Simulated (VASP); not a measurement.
Input of a VASP 6.6.1 run:

File INCAR:

```
ALGO     = Normal         # electronic algorithm
EDIFF    = 1E-6           # SCF threshold, eV
ENCUT    = 520            # plane-wave cutoff, eV
GGA      = PS             # functional
ISIF     = 2              # what is computed and relaxed
ISMEAR   = 0              # smearing method
LASPH    = T              # aspherical terms in the spheres
LCHARG   = T              # write CHGCAR
LELF     = T              # ELF
LREAL    = F              # projectors in reciprocal space
LVHAR    = T            
LWAVE    = F              # write WAVECAR
NBANDS   = 28             # bands
NELM     = 80             # most SCF steps
PREC     = Accurate       # precision mode
SIGMA    = 0.02           # smearing width, eV
```

Contents of KPOINTS:

```
k-points
0
Gamma
  6 6 6
```

POSCAR

```
SrTiO3
1.0
    3.8911418854      0.0000000000      0.0000000000
    0.0000000000      3.8911418854      0.0000000000
    0.0000000000      0.0000000000      3.8911418854
Sr Ti O
1 1 3
Direct
    0.0000000000      0.0000000000      0.0000000000
    0.5000000000      0.5000000000      0.5000000000
    0.5000000000      0.0000000000      0.5000000000
    0.5000000000      0.5000000000      0.0000000000
    0.0000000000      0.5000000000      0.5000000000
```

Potentials or basis: VASP PAW PBE potentials, release 64 (Sr_sv, Ti_sv, O).

Launch:

```sh
$ cat potpaw_PBE.64/Sr_sv/POTCAR potpaw_PBE.64/Ti_sv/POTCAR potpaw_PBE.64/O/POTCAR > POTCAR
$ mpirun -np 1 vasp_std > vasp.out
```

**Question.** Predict the band gap on the k mesh.

**Answer.** 1.82 eV, indirect (least direct gap 2.17 eV).

**Question.** Estimate the pressure.

**Answer.** 0.7 GPa.

Caveat: the PAW data sets were made with another functional, which shifts forces and pressure a little. A k mesh can miss the band edges.
